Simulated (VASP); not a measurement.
**Si: single point with PBE**

The system is Si.

```xyz
4
Lattice="-3.3872 3.3872 1.7326 3.3872 -3.3872 1.7326 3.3872 3.3872 -1.7326" Properties=species:S:1:pos:R:3 pbc="T T T"
Si    1.2100    1.2100    0.0000
Si    2.1772    2.1772    1.7326
Si    2.1772   -2.1772    1.7326
Si   -2.1772    2.1772    1.7326
```

* Program: VASP 6.6.1
* Task: single point
* Functional: PBE
* Potentials or basis: VASP PAW PBE potentials, release 64 (Si)
* Cutoff: 520 eV
* k mesh: 12 × 12 × 12
* Occupations: gaussian, width 0.05 eV
* Spin: no spin polarisation

```
Pressure               : 9.9 GPa
Largest force          : 1.596 eV/Å
Band gap on the k mesh : zero (bands 8 and 9 overlap by 0.40 eV)
```

Forces on the atoms (eV/Å):
```
Si  -1.129 -1.129  0.000
Si   1.129  1.129  0.000
Si   1.129 -1.129  0.000
Si  -1.129  1.129  0.000
```

Stress tensor (GPa, compression positive):
```
 1.23  0.00  0.00
 0.00  1.23  0.00
 0.00  0.00 27.11
```

Levels at points of the mesh, in eV from the Fermi level:
| k point | band 5 | band 6 | band 7 | band 8 | band 9 | band 10 | band 11 | band 12 |
| --- | --- | --- | --- | --- | --- | --- | --- | --- |
| (0.00, 0.00, 0.00) | -4.18 | -0.88 | -0.88 | -0.65 | 0.75 | 0.75 | 2.47 | 2.66 |
| (0.50, 0.00, 0.00) | -4.78 | -3.80 | -2.44 | -1.97 | 0.50 | 1.82 | 2.54 | 3.12 |
| (0.50, 0.50, 0.00) | -3.41 | -2.71 | -1.26 | -0.97 | 1.59 | 2.55 | 2.81 | 3.40 |
| (0.50, 0.50, 0.50) | -2.08 | -0.43 | -0.43 | 0.15 | 1.56 | 2.27 | 2.40 | 4.64 |

Wall time 9.4 min on 1 thread of Intel Xeon 8259CL (shared host), peak memory 0.29 GiB.

Caveat: the stress differs along the axes, from 1 to 27 GPa; semilocal functionals underestimate gaps, and a narrow one can read as zero; forces of over 1 eV/Å act on the atoms, so gaps and moduli don't describe the material at rest.
